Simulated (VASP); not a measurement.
Write the native input for VASP 6.6.1 that does the following.

| Item | Value |
| --- | --- |
| Task | single point |
| Functional | PBEsol |
| Potentials or basis | VASP PAW PBE potentials, release 64 (Ga_d, P) |
| Cutoff | 520 eV |
| k mesh | 10 × 10 × 10 |
| Occupations | gaussian, width 0.05 eV |
| Spin | no spin polarisation |
| Dipole correction | no |
| Further INCAR settings | ALGO = Normal; EDIFF = 1e-07; NBANDS = 16 |

The structure of GaP lies in POSCAR:

```
GaP
1.0
    0.0000000000      2.6243275311      2.7682779864
    2.7682779864      0.0000000000      2.7682779864
    2.7682779864      2.6243275311      0.0000000000
Ga P
1 1
Direct
    0.0000000000      0.0000000000      0.0000000000
    0.7500000000      0.7500000000      0.7500000000
```

This cell differs from its parent crystal: volume 20.111 Å^3 an atom, c/a of the conventional cell 0.9480.

These files were run (other wordings do the same):

INCAR

```
SYSTEM = GaP
  PREC = Accurate
  ENCUT = 520
  EDIFF = 1E-7
  ISMEAR = 0
  SIGMA = 0.05
  LREAL = .FALSE.
  LASPH = .TRUE.
  NELM = 80
  ALGO = Normal
  ISIF = 2
  LWAVE = .FALSE.
  LCHARG = .FALSE.
  GGA = PS
  NBANDS = 16
```

KPOINTS

```
regular mesh
0
G
  10 10 10
  0 0 0
```

Potentials or basis: VASP PAW PBE potentials, release 64 (Ga_d, P).

Run with:

```bash
$ cat potpaw_PBE.64/Ga_d/POTCAR potpaw_PBE.64/P/POTCAR > POTCAR
$ mpirun -np 1 vasp_std > vasp.out
```

Results of the run:

* Pressure: -0.1 GPa
* Band gap on the k mesh: 0.97 eV, indirect (least direct gap 1.60 eV)

Caveat: the PAW data sets were made with another functional, which shifts forces and pressure a little.

It took 68 s on 1 thread of Intel(R) Xeon(R) Platinum 8259CL CPU @ 2.50GHz (Skylake/Cascade Lake), with other jobs on the host, peak memory 0.2 GiB.
